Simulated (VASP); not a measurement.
# BeTe (F-43m) in VASP: a series of runs

The runs below take BeTe through single point, with HSE06, PBE0.

Program: VASP 6.6.1. These are calculated values, not measurements. Logs are shortened: lines on timing, memory, paths and dates and some standing lists are left out, and cuts for length are marked.

## 1. The cell of the first run

The structure is cubic, space group F-43m (No. 216). The conventional cell has a = 5.657 Å, b = 5.657 Å, c = 5.657 Å, α = 90.00°, β = 90.00°, γ = 90.00°. Within 3.2 Å of Be (site symmetry -43m) lie 4 Te at 2.45 Å. Te (site symmetry -43m) has 4 Be at 2.45 Å within 3.2 Å.

## 2. Single point, HSE06

Contents of POSCAR:

```
BeTe
1.0
    0.0000000000      2.8286199459      2.8286199459
    2.8286199459      0.0000000000      2.8286199459
    2.8286199459      2.8286199459      0.0000000000
Be Te
1 1
Direct
    0.0000000000      0.0000000000      0.0000000000
    0.7500000000      0.7500000000      0.7500000000
```

Contents of INCAR.step1:

```
PREC = Accurate
ENCUT = 520
EDIFF = 1E-5
ISMEAR = 0
SIGMA = 0.01
LREAL = F
LASPH = T
NELM = 80
ALGO = Normal
ISIF = 2
LWAVE = T
LCHARG = F
NBANDS = 11
GGA = PE
```

Contents of INCAR.step2:

```
PREC = Accurate
ENCUT = 520
EDIFF = 1E-6
ISMEAR = 0
SIGMA = 0.01
LREAL = F
LASPH = T
NELM = 80
ALGO = Normal
ISIF = 2
LWAVE = F
LCHARG = F
GGA = PE
LHFCALC = T
HFSCREEN = 0.2079
PRECFOCK = Normal
NBANDS = 11
ISTART = 1
```

Contents of KPOINTS:

```
Automatic mesh
0
Gamma
  6 6 6
```

Potentials or basis: VASP PAW PBE potentials, release 64 (Be, Te).

Command:

```console
> cat potpaw_PBE.64/Be/POTCAR potpaw_PBE.64/Te/POTCAR > POTCAR
> cp INCAR.step1 INCAR
> mpirun -np 1 vasp_std > vasp.out
> cp INCAR.step2 INCAR
> mpirun -np 1 vasp_std > vasp.out
```

OUTCAR:

```text
PREC = Accurate
   ENCUT = 520
   EDIFF = 1E-6
   ISMEAR = 0
   LREAL = F
   LASPH = T
   NELM = 80
   ISIF = 2
   GGA = PE
   LHFCALC = T
   HFSCREEN = 0.2079
   PRECFOCK = Normal
   ISTART = 1

 ion  position               nearest neighbor table
   1  0.000  0.000  0.000-   2 2.45   2 2.45   2 2.45   2 2.45
   2  0.750  0.750  0.750-   1 2.45   1 2.45   1 2.45   1 2.45

  LATTYP: Found a face centered cubic cell.
 ALAT       =     5.6572398918

  Lattice vectors:

 A1 = (   0.0000000000,   2.8286199459,   2.8286199459)
 A2 = (   2.8286199459,   0.0000000000,   2.8286199459)
 A3 = (   2.8286199459,   2.8286199459,   0.0000000000)

Analysis of symmetry for initial positions (statically):
=====================================================================
 Subroutine PRICEL returns:
 Original cell was already a primitive cell.

 Routine SETGRP: Setting up the symmetry group for a
 face centered cubic supercell.

 Subroutine GETGRP returns: Found 24 space group operations
 (whereof 24 operations were pure point group operations)
 out of a pool of 48 trial point group operations.

The static configuration has the point symmetry T_d .

Analysis of symmetry for dynamics (positions and initial velocities):
=====================================================================
 Subroutine PRICEL returns:
 Original cell was already a primitive cell.

 Routine SETGRP: Setting up the symmetry group for a
 face centered cubic supercell.

 Subroutine GETGRP returns: Found 24 space group operations
 (whereof 24 operations were pure point group operations)
 out of a pool of 48 trial point group operations.

The dynamic configuration has the point symmetry T_d .

 Subroutine INISYM returns: Found 24 space group operations
 (whereof 24 operations are pure point group operations),
 and found     1 'primitive' translations

----------------------------------------------------------------------------------------

                                     Primitive cell

  volume of cell :      45.2641

  direct lattice vectors                    reciprocal lattice vectors
     0.000000000  2.828619946  2.828619946    -0.176764645  0.176764645  0.176764645
     2.828619946  0.000000000  2.828619946     0.176764645 -0.176764645  0.176764645
     2.828619946  2.828619946  0.000000000     0.176764645  0.176764645 -0.176764645
[... 89 lines left out ...]
   EFERMI =   0.00;   METHOD = LEGACY
   ISMEAR =     0;   SIGMA  =   0.01  broadening in eV -4-tet -1-fermi 0-gaus
   EFERMI_NEDOS =   21; number of points for ismear=-14 and -15
   IALGO  =     38    algorithm
   IMIX   =      1    mixing-type and parameters
     AMIX     =   0.40;   BMIX     =  1.00
     AMIX_MAG =   1.60;   BMIX_MAG =  1.00
  volume/ion in A,a.u.               =      22.63       152.73
  Fermi-wavevector in a.u.,A,eV,Ry     =   0.918728  1.736144 11.484146  0.844061
  Thomas-Fermi vector in A             =   2.043842
   LORBIT       =      0    0 simple, 1 ext, 2 COOP (PROOUT), +10 PAW based schemes
   GGA     = PE    functional components
   LHFCALC =     T    Hartree Fock is set to
   PRECFOCK=normal    Normal, Fast or Accurate (Low or Medium for compatibility)
   ENCUT4O =  -1.0   cutoff for four orbital integrals eV
   NKREDX  =     1    reduce k-point grid by
   NKREDY  =     1    reduce k-point grid by
   NKREDZ  =     1    reduce k-point grid by
   AEXX    =    0.2500 exact exchange contribution
   HFSCREEN=    0.2079 screening length (either q_TF or 0.3 A-1)
   HFSCREENC=   0.2079 screening length for correlation (either q_TF or 0.3 A-1)
   ENCUTFOCK=  -1.0 apply spherical cutoff to Coloumb kernel
   IVDW    =     0    specifies the selected vdW correction
   LEPSILON=     F    determine dielectric tensor
   LRPA    =     F    only Hartree local field effects (RPA)
 non-spin polarized calculation
 Gauss-broadening in eV      SIGMA  =   0.01
  energy-cutoff  :      520.00
  volume of cell :       45.26
 maximum number of plane-waves:      1243
 NGX is ok and might be reduce to    30
  NGX = 24; NGY = 24; NGZ = 24

 number of electron       8.0000000 magnetization

 Free energy of the ion-electron system (eV)
  ---------------------------------------------------
  ext. energy  EPLUGINS =         0.00000000
  ---------------------------------------------------
  free energy    TOTEN  =        -8.75084275 eV

  energy without entropy =       -8.75084275  energy(sigma->0) =       -8.75084275

 E-fermi :   4.5533     XC(G=0):  -7.5235

 val. band max:        4.4676667050   @ k =   0.0000   0.0000   0.0000
 cond. band min:       7.1398945271   @ k =   0.5000   0.5000   0.0000
 fundamental gap:      2.6722278221
 Fermi energy:         4.5533018264

 k-point     1 :       0.0000    0.0000    0.0000
  band No.  band energies     occupation
      1      -8.8861      2.00000
      2       4.4677      2.00000
      3       4.4677      2.00000
      4       4.4677      2.00000
      5       8.9508      0.00000
      6       8.9508      0.00000
      7       8.9508      0.00000
      8       8.9574      0.00000
      9      13.8086      0.00000
     10      15.7270      0.00000
     11      15.7270      0.00000
[... 197 lines left out ...]
 k-point    16 :      -0.3333    0.5000    0.1667
  band No.  band energies     occupation
      1      -6.8336      2.00000
      2      -0.7513      2.00000
      3       0.8568      2.00000
      4       1.2032      2.00000
      5       8.9572      0.00000
      6       9.5738      0.00000
      7      12.8281      0.00000
      8      13.1546      0.00000
      9      16.6178      0.00000
     10      17.4435      0.00000
     11      18.5125      0.00000

------------------------ aborting loop because EDIFF is reached ----------------------------------------

  FORCE on cell =-STRESS in cart. coord.  units (eV):
  Direction    XX          YY          ZZ          XY          YZ          ZX
  --------------------------------------------------------------------------------------
  -------------------------------------------------------------------------------------
  Total       -0.2674867     -0.2674867     -0.2674867      0.0000000     -0.0000000      0.0000000
  in kB       -9.4680155     -9.4680155     -9.4680155      0.0000000     -0.0000000      0.0000000
  external PRESSURE =      -9.4680155 kB  Pullay stress =       0.0000000 kB

 VOLUME and BASIS-vectors are now :
 -----------------------------------------------------------------------------
  energy-cutoff  :      520.00
  volume of cell :       45.26
      direct lattice vectors                 reciprocal lattice vectors
     0.000000000  2.828619946  2.828619946    -0.176764645  0.176764645  0.176764645
     2.828619946  0.000000000  2.828619946     0.176764645 -0.176764645  0.176764645
     2.828619946  2.828619946  0.000000000     0.176764645  0.176764645 -0.176764645

 POSITION                                       TOTAL-FORCE (eV/Angst)
 -----------------------------------------------------------------------------------
      0.00000      0.00000      0.00000        -0.000000      0.000000      0.000000
      4.24293      4.24293      4.24293         0.000000     -0.000000     -0.000000
 -----------------------------------------------------------------------------------
    total drift:                               -0.000000     -0.000001     -0.000000

  FREE ENERGIE OF THE ION-ELECTRON SYSTEM (eV)
  ---------------------------------------------------
  free  energy   TOTEN  =        -8.7508427471 eV

  energy  without entropy=       -8.7508427471  energy(sigma->0) =       -8.75084275
```

OUTCAR.step1:

```text
PREC = Accurate
   ENCUT = 520
   EDIFF = 1E-5
   ISMEAR = 0
   LREAL = F
   LASPH = T
[... 434 lines left out ...]
 -----------------------------------------------------------------------------------
      0.00000      0.00000      0.00000        -0.000000     -0.000000     -0.000000
      4.24293      4.24293      4.24293         0.000000      0.000000      0.000000
 -----------------------------------------------------------------------------------
    total drift:                               -0.000000     -0.000000     -0.000000

  FREE ENERGIE OF THE ION-ELECTRON SYSTEM (eV)
  ---------------------------------------------------
  free  energy   TOTEN  =        -7.6185758013 eV

  energy  without entropy=       -7.6185758013  energy(sigma->0) =       -7.61857580
```

OSZICAR.step1:

```text
N       E                     dE             d eps       ncg     rms          rms(c)
DAV:   1     0.177437543810E+02    0.17744E+02   -0.31143E+03   352   0.579E+02
DAV:   2    -0.672177775623E+01   -0.24466E+02   -0.23396E+02   461   0.872E+01
DAV:   3    -0.773075529677E+01   -0.10090E+01   -0.10064E+01   477   0.184E+01
DAV:   4    -0.774165433667E+01   -0.10899E-01   -0.10897E-01   406   0.217E+00
DAV:   5    -0.774188192851E+01   -0.22759E-03   -0.22759E-03   452   0.312E-01    0.403E+00
DAV:   6    -0.764645713815E+01    0.95425E-01   -0.11048E-01   406   0.134E+00    0.242E+00
DAV:   7    -0.761753388575E+01    0.28923E-01   -0.96382E-02   403   0.136E+00    0.458E-01
DAV:   8    -0.761825901582E+01   -0.72513E-03   -0.59831E-03   403   0.444E-01    0.746E-02
DAV:   9    -0.761851109534E+01   -0.25208E-03   -0.32665E-04   416   0.106E-01    0.291E-02
DAV:  10    -0.761857327047E+01   -0.62175E-04   -0.76620E-05   402   0.449E-02    0.147E-02
DAV:  11    -0.761857580127E+01   -0.25308E-05   -0.24593E-06   317   0.953E-03
   1 F= -.76185758E+01 E0= -.76185758E+01  d E =-.126853E-64
```

It took 19 min on 1 thread of Intel Xeon 8259CL, shared host; peak memory 0.3 GiB.

What came out:

```yaml
Free_energy: -8.7508 eV
Pressure: -0.9 GPa
Band_gap_on_the_k_mesh: 2.67 eV (least direct gap 4.48 eV)
```

Levels at points of the mesh, in eV from the valence-band top:
```tsv
k point	band 1	band 2	band 3	band 4	band 5	band 6	band 7	band 8	band 9
(0.00, 0.00, 0.00)	-13.35	0.00	0.00	0.00	4.48	4.48	4.48	4.49	9.34
(0.50, 0.00, 0.00)	-11.87	-6.01	-1.20	-1.20	3.79	5.48	5.48	8.84	12.05
(0.50, 0.50, 0.00)	-11.33	-5.58	-2.82	-2.82	2.67	3.40	10.99	10.99	12.78
```

Caveat: the PAW data sets were made with another functional, which shifts forces and pressure a little; spin-orbit coupling is left out, which moves the levels of the heavy elements.

## 3. Single point, PBE0

POSCAR is that of step 2.

Contents of INCAR.step1:

```
SYSTEM = BeTe
  PREC = Accurate
  ENCUT = 520
  EDIFF = 1E-5
  ISMEAR = 0
  SIGMA = 0.01
  LREAL = .False.
  LASPH = .True.
  NELM = 100
  ALGO = Normal
  ISIF = 2
  LWAVE = .True.
  NBANDS = 11
  GGA = PE
```

Contents of INCAR.step2:

```
SYSTEM = BeTe
  PREC = Accurate
  ENCUT = 520
  EDIFF = 1E-6
  ISMEAR = 0
  SIGMA = 0.01
  LREAL = .False.
  LASPH = .True.
  NELM = 100
  ALGO = Normal
  ISIF = 2
  LWAVE = .False.
  LCHARG = .True.
  GGA = PE
  LHFCALC = .True.
  AEXX = 0.25
  PRECFOCK = Normal
  LELF = .True.
  LVHAR = .True.
  NBANDS = 11
  ISTART = 1
```

Contents of KPOINTS:

```
Automatic mesh
0
Gamma
  6 6 6
  0 0 0
```

Potentials or basis: VASP PAW PBE potentials, release 64 (Be, Te).

Command:

```console
> cat potpaw_PBE.64/Be/POTCAR potpaw_PBE.64/Te/POTCAR > POTCAR
> cp INCAR.step1 INCAR
> mpirun -np 1 vasp_std > vasp.out
> cp INCAR.step2 INCAR
> mpirun -np 1 vasp_std > vasp.out
```

OUTCAR:

```text
SYSTEM = BeTe
   PREC = Accurate
   ENCUT = 520
   EDIFF = 1E-6
   ISMEAR = 0
   LREAL = .False.
   LASPH = .True.
   NELM = 100
   ISIF = 2
   GGA = PE
   LHFCALC = .True.
   AEXX = 0.25
   PRECFOCK = Normal
   ISTART = 1

 ion  position               nearest neighbor table
   1  0.000  0.000  0.000-   2 2.45   2 2.45   2 2.45   2 2.45
   2  0.750  0.750  0.750-   1 2.45   1 2.45   1 2.45   1 2.45

  LATTYP: Found a face centered cubic cell.
 ALAT       =     5.6572398918

[... 410 lines left out ...]

------------------------ aborting loop because EDIFF is reached ----------------------------------------

  FORCE on cell =-STRESS in cart. coord.  units (eV):
  Direction    XX          YY          ZZ          XY          YZ          ZX
  --------------------------------------------------------------------------------------
  -------------------------------------------------------------------------------------
  Total       -0.2839187     -0.2839187     -0.2839187      0.0000000      0.0000000      0.0000000
  in kB      -10.0496473    -10.0496473    -10.0496473      0.0000000      0.0000000      0.0000000
  external PRESSURE =     -10.0496473 kB  Pullay stress =       0.0000000 kB

 VOLUME and BASIS-vectors are now :
 -----------------------------------------------------------------------------
  energy-cutoff  :      520.00
  volume of cell :       45.26
      direct lattice vectors                 reciprocal lattice vectors
     0.000000000  2.828619946  2.828619946    -0.176764645  0.176764645  0.176764645
     2.828619946  0.000000000  2.828619946     0.176764645 -0.176764645  0.176764645
     2.828619946  2.828619946  0.000000000     0.176764645  0.176764645 -0.176764645

 POSITION                                       TOTAL-FORCE (eV/Angst)
 -----------------------------------------------------------------------------------
      0.00000      0.00000      0.00000         0.000000      0.000000      0.000000
      4.24293      4.24293      4.24293        -0.000000     -0.000000     -0.000000
 -----------------------------------------------------------------------------------
    total drift:                               -0.000000     -0.000001     -0.000001

  FREE ENERGIE OF THE ION-ELECTRON SYSTEM (eV)
  ---------------------------------------------------
  free  energy   TOTEN  =        -9.3389125142 eV

  energy  without entropy=       -9.3389125142  energy(sigma->0) =       -9.33891251
```

OSZICAR.step1:

```text
N       E                     dE             d eps       ncg     rms          rms(c)
DAV:   1     0.177437543810E+02    0.17744E+02   -0.31143E+03   352   0.579E+02
DAV:   2    -0.672177775623E+01   -0.24466E+02   -0.23396E+02   461   0.872E+01
DAV:   3    -0.773075529677E+01   -0.10090E+01   -0.10064E+01   477   0.184E+01
DAV:   4    -0.774165433667E+01   -0.10899E-01   -0.10897E-01   406   0.217E+00
DAV:   5    -0.774188192851E+01   -0.22759E-03   -0.22759E-03   452   0.312E-01    0.403E+00
DAV:   6    -0.764645713815E+01    0.95425E-01   -0.11048E-01   406   0.134E+00    0.242E+00
DAV:   7    -0.761753388575E+01    0.28923E-01   -0.96382E-02   403   0.136E+00    0.458E-01
DAV:   8    -0.761825901582E+01   -0.72513E-03   -0.59831E-03   403   0.444E-01    0.746E-02
DAV:   9    -0.761851109534E+01   -0.25208E-03   -0.32665E-04   416   0.106E-01    0.291E-02
DAV:  10    -0.761857327047E+01   -0.62175E-04   -0.76620E-05   402   0.449E-02    0.147E-02
DAV:  11    -0.761857580127E+01   -0.25308E-05   -0.24593E-06   317   0.953E-03
   1 F= -.76185758E+01 E0= -.76185758E+01  d E =-.126853E-64
```

Wall time 14 min (1 thread of Intel Xeon 8259CL, shared host); peak memory 0.2 GiB.

Results:

- Free energy: -9.3389 eV
- Pressure: -1.0 GPa
- Band gap on the k mesh: 3.34 eV (least direct gap 5.17 eV)

Caveat: the PAW data sets were made with another functional, which shifts forces and pressure a little; spin-orbit coupling is left out, which moves the levels of the heavy elements. A k mesh can miss the band edges.
